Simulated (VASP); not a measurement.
# MgCd3Se2 (P4/mmm) in VASP: further runs

The runs below take MgCd3Se2 through single point, with PBE.

Everything below comes from runs of VASP 6.6.1. Logs are shortened: lines on timing, memory, paths and dates and some standing lists are left out, and cuts for length are marked.

### Step 1. The cell of the first run

Symmetry: P4/mmm, No. 123, tetragonal system. Conventional cell: a = 3.576 Å, b = 3.576 Å, c = 10.691 Å, α = 90.00°, β = 90.00°, γ = 90.00°. Within 4.2 Å of Mg (site symmetry 4/mmm) lie 8 Cd at 3.20 Å and 2 Se at 3.57 Å and 4 Mg at 3.58 Å. Within 3.9 Å of Cd (site symmetry 4mm) lie 4 Se at 3.00 Å and 4 Mg at 3.20 Å and 5 Cd at 3.38 to 3.58 Å. Cd (site symmetry 4/mmm) has 8 Se at 3.09 Å and 6 Cd at 3.38 to 3.58 Å within 4.1 Å. Se (site symmetry 4mm) has 8 Cd at 3.00 to 3.09 Å and 5 Se at 3.54 to 3.58 Å and 1 Mg at 3.57 Å within 3.9 Å.

### Step 2. Single point, PBE

Input file INCAR:

```
SYSTEM = MgCd3Se2
  PREC = Accurate
  ENCUT = 520
  EDIFF = 1E-6
  ISMEAR = 0
  SIGMA = 0.1
  LREAL = .FALSE.
  LASPH = .TRUE.
  NELM = 80
  ALGO = Normal
  ISIF = 2
  LWAVE = .FALSE.
  LCHARG = .TRUE.
  GGA = PE
  LELF = .TRUE.
  LVHAR = .TRUE.
  NBANDS = 34
```

Input file KPOINTS:

```
Automatic mesh
0
G
  6 6 2
  0 0 0
```

Input file POSCAR:

```
MgCd3Se2
1.0
    3.5758832300      0.0000000000      0.0000000000
    0.0000000000      3.5758832300      0.0000000000
    0.0000000000      0.0000000000     10.6908475400
Mg Cd Se
1 3 2
Direct
    0.0000000000      0.0000000000      0.0000000000
    0.5000000000      0.5000000000      0.1837450000
    0.5000000000      0.5000000000      0.5000000000
    0.5000000000      0.5000000000      0.8162550000
    0.0000000000      0.0000000000      0.3342649900
    0.0000000000      0.0000000000      0.6657350100
```

Potentials or basis: VASP PAW PBE potentials, release 64 (Mg, Cd, Se).

The run is started by

```bash
$ cat potpaw_PBE.64/Mg/POTCAR potpaw_PBE.64/Cd/POTCAR potpaw_PBE.64/Se/POTCAR > POTCAR
$ mpirun -np 1 vasp_std > vasp.out
```

OUTCAR:

```text
SYSTEM = MgCd3Se2
   PREC = Accurate
   ENCUT = 520
   EDIFF = 1E-6
   ISMEAR = 0
   LREAL = .FALSE.
   LASPH = .TRUE.
   NELM = 80
   ISIF = 2
   GGA = PE

 ion  position               nearest neighbor table
   1  0.000  0.000  0.000-   2 3.20   4 3.20   2 3.20   4 3.20   2 3.20   4 3.20   2 3.20   4 3.20

   2  0.500  0.500  0.184-   5 3.00   5 3.00   5 3.00   5 3.00   1 3.20   1 3.20   1 3.20   1 3.20
                             3 3.38
   3  0.500  0.500  0.500-   5 3.09   6 3.09   5 3.09   6 3.09   5 3.09   6 3.09   5 3.09   6 3.09
                             2 3.38   4 3.38
   4  0.500  0.500  0.816-   6 3.00   6 3.00   6 3.00   6 3.00   1 3.20   1 3.20   1 3.20   1 3.20
                             3 3.38
   5  0.000  0.000  0.334-   2 3.00   2 3.00   2 3.00   2 3.00   3 3.09   3 3.09   3 3.09   3 3.09

   6  0.000  0.000  0.666-   4 3.00   4 3.00   4 3.00   4 3.00   3 3.09   3 3.09   3 3.09   3 3.09

  LATTYP: Found a simple tetragonal cell.
 ALAT       =     3.5758832300
 C/A-ratio  =     2.9897082350

  Lattice vectors:

 A1 = (   3.5758832300,   0.0000000000,   0.0000000000)
 A2 = (   0.0000000000,   3.5758832300,   0.0000000000)
 A3 = (   0.0000000000,   0.0000000000,  10.6908475400)

Analysis of symmetry for initial positions (statically):
=====================================================================
 Subroutine PRICEL returns:
 Original cell was already a primitive cell.

 Routine SETGRP: Setting up the symmetry group for a
 simple tetragonal supercell.

 Subroutine GETGRP returns: Found 16 space group operations
 (whereof 16 operations were pure point group operations)
 out of a pool of 16 trial point group operations.

The static configuration has the point symmetry D_4h.

Analysis of symmetry for dynamics (positions and initial velocities):
=====================================================================
 Subroutine PRICEL returns:
 Original cell was already a primitive cell.

 Routine SETGRP: Setting up the symmetry group for a
 simple tetragonal supercell.

 Subroutine GETGRP returns: Found 16 space group operations
 (whereof 16 operations were pure point group operations)
 out of a pool of 16 trial point group operations.

The dynamic configuration has the point symmetry D_4h.

 Subroutine INISYM returns: Found 16 space group operations
 (whereof 16 operations are pure point group operations),
 and found     1 'primitive' translations

----------------------------------------------------------------------------------------

                                     Primitive cell

  volume of cell :     136.7032

  direct lattice vectors                    reciprocal lattice vectors
     3.575883230  0.000000000  0.000000000     0.279651190  0.000000000  0.000000000
     0.000000000  3.575883230  0.000000000     0.000000000  0.279651190  0.000000000
     0.000000000  0.000000000 10.690847540     0.000000000  0.000000000  0.093537953

  length of vectors
     3.575883230  3.575883230 10.690847540     0.279651190  0.279651190  0.093537953

  position of ions in fractional coordinates (direct lattice)
     0.000000000  0.000000000  0.000000000
     0.500000000  0.500000000  0.183745000
     0.500000000  0.500000000  0.500000000
     0.500000000  0.500000000  0.816255000
     0.000000000  0.000000000  0.334264990
     0.000000000  0.000000000  0.665735010

  ion indices of the primitive-cell ions
   primitive index   ion index
                 1           1
                 2           2
                 3           3
                 4           4
                 5           5
                 6           6

----------------------------------------------------------------------------------------

 KPOINTS: Automatic mesh

Automatic generation of k-mesh.
 Grid dimensions read from file:
 generate k-points for:    6    6    2

 Generating k-lattice:

  Cartesian coordinates                     Fractional coordinates (reciprocal lattice)
     0.046608532  0.000000000  0.000000000     0.166666667  0.000000000  0.000000000
     0.000000000  0.046608532  0.000000000     0.000000000  0.166666667  0.000000000
     0.000000000  0.000000000  0.046768977     0.000000000  0.000000000  0.500000000

  Length of vectors
     0.046608532  0.046608532  0.046768977

  Shift w.r.t. Gamma in fractional coordinates (k-lattice)
     0.000000000  0.000000000  0.000000000

 Subroutine IBZKPT returns following result:
 ===========================================

 Found     20 irreducible k-points:

 Following reciprocal coordinates:
            Coordinates               Weight
  0.000000  0.000000  0.000000      1.000000
  0.166667  0.000000  0.000000      4.000000
  0.333333  0.000000  0.000000      4.000000
  0.500000  0.000000  0.000000      2.000000
  0.166667  0.166667  0.000000      4.000000
  0.333333  0.166667  0.000000      8.000000
[... 12 lines left out ...]
  0.500000  0.333333  0.500000      4.000000
  0.500000  0.500000  0.500000      1.000000
   k-points           NKPTS =     20   k-points in BZ     NKDIM =     20   number of bands    NBANDS=     34
   number of dos      NEDOS =    301   number of ions     NIONS =      6
   total plane-waves  NPLWV =  62720
   dimension x,y,z NGX =    28 NGY =   28 NGZ =   80
   dimension x,y,z NGXF=    56 NGYF=   56 NGZF=  160
   ions per type =               1   3   2
   NGX,Y,Z   is equivalent  to a cutoff of  13.02, 13.02, 12.44 a.u.
   NGXF,Y,Z  is equivalent  to a cutoff of  26.03, 26.03, 24.88 a.u.
 SYSTEM =  MgCd3Se2
   PREC   = accura    normal or accurate (medium, high low for compatibility)
   ISTART =      0    job   : 0-new  1-cont  2-samecut
   ICHARG =      2    charge: 1-file 2-atom 10-const
   ISPIN  =      1    spin polarized calculation?
   LNONCOLLINEAR =      F non collinear calculations
   LSORBIT =      F    spin-orbit coupling
   LASPH  =      T    aspherical Exc in radial PAW
   ENCUT  =  520.0 eV  38.22 Ry    6.18 a.u.   6.65  6.65 19.88*2*pi/ulx,y,z
   NELM   =     80;   NELMIN=  2; NELMDL= -5     # of ELM steps
   EDIFF  = 0.1E-05   stopping-criterion for ELM
   LREAL  =      F    real-space projection
   EDIFFG = 0.1E-04   stopping-criterion for IOM
   NSW    =      0    number of steps for IOM
   IBRION =     -1    ionic relax: 0-MD 1-quasi-New 2-CG
   NFREE  =      0    steps in history (QN), initial steepest desc. (CG)
   ISIF   =      2    stress and relaxation
   ISYM   =      2    0-nonsym 1-usesym 2-fastsym
   POTIM  = 0.5000    time-step for ionic-motion
   TEBEG  =    0.0;   TEEND  =   0.0 temperature during run
   PSTRESS=    0.0 pullay stress
   NELECT =      50.0000    total number of electrons
   NUPDOWN=      -1.0000    fix difference up-down
   EMIN   =  10.00;   EMAX   =-10.00  energy-range for DOS
   EFERMI =   0.00;   METHOD = LEGACY
   ISMEAR =     0;   SIGMA  =   0.10  broadening in eV -4-tet -1-fermi 0-gaus
   EFERMI_NEDOS =   21; number of points for ismear=-14 and -15
   IALGO  =     38    algorithm
   IMIX   =      4    mixing-type and parameters
     AMIX     =   0.40;   BMIX     =  1.00
     AMIX_MAG =   1.60;   BMIX_MAG =  1.00
  volume/ion in A,a.u.               =      22.78       153.75
  Fermi-wavevector in a.u.,A,eV,Ry     =   1.170771  2.212436 18.649565  1.370704
  Thomas-Fermi vector in A             =   2.307224
   LORBIT       =      0    0 simple, 1 ext, 2 COOP (PROOUT), +10 PAW based schemes
   GGA     = PE    functional components
   LHFCALC =     F    Hartree Fock is set to
   AEXX    =    0.0000 exact exchange contribution
   IVDW    =     0    specifies the selected vdW correction
   LEPSILON=     F    determine dielectric tensor
   LRPA    =     F    only Hartree local field effects (RPA)
 non-spin polarized calculation
 Gauss-broadening in eV      SIGMA  =   0.10
  energy-cutoff  :      520.00
  volume of cell :      136.70
 maximum number of plane-waves:      3712
 NGX is ok and might be reduce to    28
   NGX = 13   NGY = 13   NGZ = 39

 number of electron      49.9999979 magnetization

 Free energy of the ion-electron system (eV)
  ---------------------------------------------------
  ext. energy  EPLUGINS =         0.00000000
  ---------------------------------------------------
  free energy    TOTEN  =       -11.05071616 eV

  energy without entropy =      -11.03519840  energy(sigma->0) =      -11.04295728

 E-fermi :   3.0522     XC(G=0): -10.0959

 val. band max:        3.0100637595   @ k =   0.5000   0.1667   0.0000
 cond. band min:       3.0606850100   @ k =   0.5000   0.0000   0.0000
 fundamental gap:      0.0506212505
 Fermi energy:         3.0522251967

 k-point     1 :       0.0000    0.0000    0.0000
  band No.  band energies     occupation
      1     -10.4967      2.00000
      2     -10.0812      2.00000
      3      -5.7167      2.00000
      4      -5.7046      2.00000
      5      -5.6890      2.00000
      6      -5.5762      2.00000
[... 26 lines left out ...]
     33       9.6112      0.00000
     34       9.6418      0.00000

 k-point     2 :       0.1667    0.0000    0.0000
  band No.  band energies     occupation
      1     -10.3318      2.00000
      2      -9.9551      2.00000
      3      -5.7010      2.00000
      4      -5.6544      2.00000
      5      -5.6467      2.00000
      6      -5.5367      2.00000
[... 26 lines left out ...]
     33       9.8317      0.00000
     34      10.4015      0.00000

 k-point     3 :       0.3333    0.0000    0.0000
  band No.  band energies     occupation
      1      -9.9548      2.00000
      2      -9.6809      2.00000
      3      -5.6753      2.00000
      4      -5.6204      2.00000
      5      -5.5984      2.00000
      6      -5.5286      2.00000
[... 26 lines left out ...]
     33       9.5902      0.00000
     34      10.5200      0.00000

 k-point     4 :       0.5000    0.0000    0.0000
  band No.  band energies     occupation
      1      -9.7338      2.00000
      2      -9.5309      2.00000
      3      -5.6627      2.00000
      4      -5.5997      2.00000
      5      -5.5483      2.00000
      6      -5.5356      2.00000
[... 26 lines left out ...]
     33       9.8125      0.00000
     34       9.9040      0.00000

 k-point     5 :       0.1667    0.1667    0.0000
  band No.  band energies     occupation
      1     -10.1779      2.00000
      2      -9.8282      2.00000
      3      -5.6695      2.00000
      4      -5.5943      2.00000
      5      -5.5938      2.00000
      6      -5.5138      2.00000
[... 473 lines left out ...]
 k-point    18 :       0.3333    0.3333    0.5000
  band No.  band energies     occupation
      1      -9.5573      2.00000
      2      -9.2614      2.00000
      3      -5.7126      2.00000
      4      -5.6910      2.00000
      5      -5.6233      2.00000
      6      -5.5704      2.00000
[... 26 lines left out ...]
     33       8.3801      0.00000
     34       8.6378      0.00000

 k-point    19 :       0.5000    0.3333    0.5000
  band No.  band energies     occupation
      1      -9.4075      2.00000
      2      -9.0969      2.00000
      3      -5.7749      2.00000
      4      -5.7106      2.00000
      5      -5.6841      2.00000
      6      -5.6139      2.00000
[... 26 lines left out ...]
     33       6.9639      0.00000
     34       7.4368      0.00000

 k-point    20 :       0.5000    0.5000    0.5000
  band No.  band energies     occupation
      1      -9.2882      2.00000
      2      -8.9239      2.00000
      3      -5.7906      2.00000
      4      -5.7906      2.00000
      5      -5.7638      2.00000
      6      -5.6102      2.00000
[... 26 lines left out ...]
     33       7.6651      0.00000
     34       8.3494      0.00000

------------------------ aborting loop because EDIFF is reached ----------------------------------------

  FORCE on cell =-STRESS in cart. coord.  units (eV):
  Direction    XX          YY          ZZ          XY          YZ          ZX
  --------------------------------------------------------------------------------------
  -------------------------------------------------------------------------------------
  Total        1.9755024      1.9755024     -2.7642012      0.0000000      0.0000000      0.0000000
  in kB       23.1531109     23.1531109    -32.3967497      0.0000000      0.0000000      0.0000000
  external PRESSURE =       4.6364907 kB  Pullay stress =       0.0000000 kB

 VOLUME and BASIS-vectors are now :
 -----------------------------------------------------------------------------
  energy-cutoff  :      520.00
  volume of cell :      136.70
      direct lattice vectors                 reciprocal lattice vectors
     3.575883230  0.000000000  0.000000000     0.279651190  0.000000000  0.000000000
     0.000000000  3.575883230  0.000000000     0.000000000  0.279651190  0.000000000
     0.000000000  0.000000000 10.690847540     0.000000000  0.000000000  0.093537953

 POSITION                                       TOTAL-FORCE (eV/Angst)
 -----------------------------------------------------------------------------------
      0.00000      0.00000      0.00000         0.000000      0.000000      0.000000
      1.78794      1.78794      1.96439         0.000000      0.000000      0.052968
      1.78794      1.78794      5.34542         0.000000      0.000000      0.000000
      1.78794      1.78794      8.72646         0.000000     -0.000000     -0.052968
      0.00000      0.00000      3.57358         0.000000     -0.000000     -0.026747
      0.00000      0.00000      7.11727        -0.000000     -0.000000      0.026747
 -----------------------------------------------------------------------------------
    total drift:                                0.000000      0.000000      0.000000

  FREE ENERGIE OF THE ION-ELECTRON SYSTEM (eV)
  ---------------------------------------------------
  free  energy   TOTEN  =       -11.0507161564 eV

  energy  without entropy=      -11.0351983970  energy(sigma->0) =      -11.04295728
```

Run time: 79 s. Hardware: 1 thread of Intel Xeon Platinum 8488C (Sapphire Rapids), shared host; peak memory 0.28 GiB.

Results:

- Free energy: -11.0507 eV
- Pressure: 0.5 GPa
- Largest force: 0.053 eV/Å
- Band gap on the k mesh: zero (band 25 reaches 3.69 eV, above the bottom of band 26 at 2.86 eV)

Forces on the atoms (eV/Å):
```
Mg   0.000  0.000  0.000
Cd   0.000  0.000  0.053
Cd   0.000  0.000  0.000
Cd   0.000  0.000 -0.053
Se   0.000  0.000 -0.027
Se   0.000  0.000  0.027
```

Stress tensor (GPa, compression positive):
```
 2.32  0.00  0.00
 0.00  2.32  0.00
 0.00  0.00 -3.24
```

Levels at points of the mesh, in eV from the Fermi level:
| k point | band 21 | band 22 | band 23 | band 24 | band 25 | band 26 | band 27 | band 28 | band 29 | band 30 |
| --- | --- | --- | --- | --- | --- | --- | --- | --- | --- | --- |
| (0.00, 0.00, 0.00) | -1.11 | -1.11 | -0.52 | -0.52 | -0.34 | -0.10 | 2.27 | 4.41 | 5.09 | 5.09 |
| (0.50, 0.00, 0.00) | -3.30 | -2.47 | -1.37 | -0.34 | -0.06 | 0.01 | 0.49 | 2.54 | 3.94 | 4.83 |
| (0.50, 0.50, 0.00) | -3.13 | -2.00 | -1.66 | -0.89 | -0.58 | -0.19 | -0.08 | -0.08 | 1.61 | 2.69 |
| (0.00, 0.00, 0.50) | -2.02 | -1.09 | -1.09 | -0.54 | -0.54 | 1.29 | 1.36 | 4.93 | 5.35 | 5.35 |
| (0.50, 0.00, 0.50) | -3.28 | -2.81 | -1.59 | -0.10 | -0.06 | 0.01 | 1.06 | 2.11 | 3.64 | 5.12 |
| (0.50, 0.50, 0.50) | -3.26 | -1.96 | -1.43 | -1.29 | -1.01 | 0.49 | 0.49 | 1.28 | 1.32 | 1.32 |

[end of part 1 of 2]
